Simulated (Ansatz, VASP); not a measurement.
# Two plane-wave programs on RbAg2

INCAR

```
SYSTEM = RbAg2
PREC = Accurate ; ENCUT = 520
EDIFF = 1E-7 ; ISMEAR = 0
SIGMA = 0.1 ; LREAL = .FALSE.
LASPH = .TRUE. ; NELM = 60
ALGO = Normal ; ISIF = 2
LWAVE = .FALSE. ; LCHARG = .TRUE.
GGA = PE ; LELF = .TRUE.
LVHAR = .TRUE. ; NBANDS = 22
```

KPOINTS

```
Automatic mesh
0
G
  4 4 4
  0 0 0
```

Contents of POSCAR:

```
RbAg2
1.0
    4.1971211700      0.0000000000      0.0000000000
    0.0000000000      4.1971211700      0.0000000000
    0.0000000000      0.0000000000      5.0628027300
Rb Ag
1 2
Direct
    0.5000000000      0.5000000000      0.0000000000
    0.0000000000      0.0000000000      0.7445337500
    0.0000000000      0.0000000000      0.2554662500
```

Input for Ansatz:

```yaml
crystal:
  lattice:
    - [4.19712117, 0.0, 0.0]
    - [0.0, 4.19712117, 0.0]
    - [0.0, 0.0, 5.06280273]
  atoms:
    - { symbol: Rb, position: [0.5, 0.5, 0.0] }
    - { symbol: Ag, position: [0.0, 0.0, 0.74453375] }
    - { symbol: Ag, position: [0.0, 0.0, 0.25546625] }
basis:
  ecutwfc: 420
kpoints:
  mp_grid: { grid: [4, 4, 4] }
hamiltonian:
  xc: pbe
scf:
  occupations: { method: gaussian, width: 0.1 }
  lower_state_search: "off"
output:
  forces: true
  stress: true
  eigenvalues: true
```

Alike in both runs: task single point; functional PBE; k mesh 4 × 4 × 4; occupations gaussian, width 0.1 eV; no spin polarisation.

|  | VASP | Ansatz |
| --- | --- | --- |
| version | VASP 6.6.1 | Ansatz 0.2.0 |
| potentials or method | VASP PAW PBE potentials, release 64 (Rb_sv, Ag), cutoff 520 eV | scalar-relativistic, plane waves, PAW |
| valence electrons in the cell | 31 | 47 |

VASP gave:

| Quantity | Value |
| --- | --- |
| gap on the k mesh at the Fermi level (eV) | none |
| pressure (GPa) | 8.3 |
| traceless stress, the component that is largest in VASP (GPa) | 3.00 |
| rms of the force components (eV/Å) | 0.127 |

Question: Estimate Ansatz's values.

Answer: gap on the k mesh at the Fermi level (eV): none; pressure (GPa): 8.3; traceless stress, the component that is largest in VASP (GPa): 3.12; rms of the force components (eV/Å): 0.135.

Atom by atom the forces differ by 0.008 eV/Å (rms over components). A gap of «none» marks a metal or a gap that the smearing closes. The functional is the same, so the differences come from potentials, cutoffs and numerics. VASP's potentials hold 31 valence electrons a cell and Ansatz's 47, so a difference there can come from the potentials and not from the codes.

The k mesh is coarse, so the values compare programs but aren't converged.
